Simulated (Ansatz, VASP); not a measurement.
# SiC: VASP beside Ansatz

```
Si C
1.0
     4.34800    0.00000    0.00000
     0.00000    2.17400   -2.17400
     0.00000    7.05233    7.05233
Si C
6 6
Direct
  0.00000 0.00000 0.84772
  0.50000 0.50000 0.07705
  0.00000 0.00000 0.23118
  0.50000 0.50000 0.38532
  0.00000 0.00000 0.53945
  0.50000 0.50000 0.69359
  0.75000 0.00000 0.38532
  0.25000 0.50000 0.53945
  0.75000 0.00000 0.69359
  0.25000 0.50000 0.84772
  0.75000 0.00000 0.07705
  0.25000 0.50000 0.23118
```

Alike in both runs: task single point; functional r2SCAN; k mesh 6 × 9 × 3; occupations gaussian, width 0.05 eV; no spin polarisation.

```csv
,VASP,Ansatz
version,VASP 6.6.1,Ansatz 0.2.0
potentials or method,"VASP PAW PBE potentials, release 64 (Si, C), cutoff 520 eV","scalar-relativistic, plane waves, PAW"
valence electrons in the cell,48,48
```

Ansatz gave:

```
gap on the k mesh at the Fermi level (eV)                     : 1.29
least direct gap on the mesh (eV)                             : 1.30
pressure (GPa)                                                : -5.8
traceless stress, the component that is largest in VASP (GPa) : -8.58
rms of the force components (eV/Å)                            : 0.705
```

Task: Estimate VASP's values.

Result: gap on the k mesh at the Fermi level (eV): 1.29; least direct gap on the mesh (eV): 1.30; pressure (GPa): -6.0; traceless stress, the component that is largest in VASP (GPa): -8.65; rms of the force components (eV/Å): 0.707.

VASP's potentials were made for PBE, not for r2SCAN. Atom by atom the forces differ by 0.003 eV/Å (rms over components).
